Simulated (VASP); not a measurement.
A run of VASP 6.6.1:

INCAR

```
SYSTEM = GaN
  PREC = Accurate
  ENCUT = 520
  EDIFF = 1E-7
  ISMEAR = -1
  SIGMA = 0.05
  LREAL = .FALSE.
  LASPH = .TRUE.
  NELM = 60
  ALGO = Normal
  ISIF = 2
  LWAVE = .FALSE.
  LCHARG = .FALSE.
  GGA = CA
  NBANDS = 16
```

Contents of KPOINTS:

```
Automatic mesh
0
G
  17 17 17
  0 0 0
```

POSCAR

```
GaN
1.0
    0.0000000000      1.9965321240      1.9965321240
    1.9965321240      0.0000000000      1.9965321240
    1.9965321240      1.9965321240      0.0000000000
Ga N
1 1
Direct
    0.0000000000      0.0000000000      0.0000000000
    0.2500000000      0.2500000000      0.2500000000
```

Potentials or basis: VASP PAW LDA potentials, release 64 (Ga_d, N).

Launch:

```bash
$ cat potpaw_LDA.64/Ga_d/POTCAR potpaw_LDA.64/N/POTCAR > POTCAR
$ mpirun -np 1 vasp_std > vasp.out
```

Hardware: 1 thread of Intel(R) Xeon(R) Platinum 8488C (Sapphire Rapids), with other jobs on the host.

Question: How long does it take, and how much memory?

Answer: Wall time 24 s on 1 thread of Intel(R) Xeon(R) Platinum 8488C (Sapphire Rapids) (shared host), peak memory 0.16 GiB. Counts: scf iterations 13, k points 165.
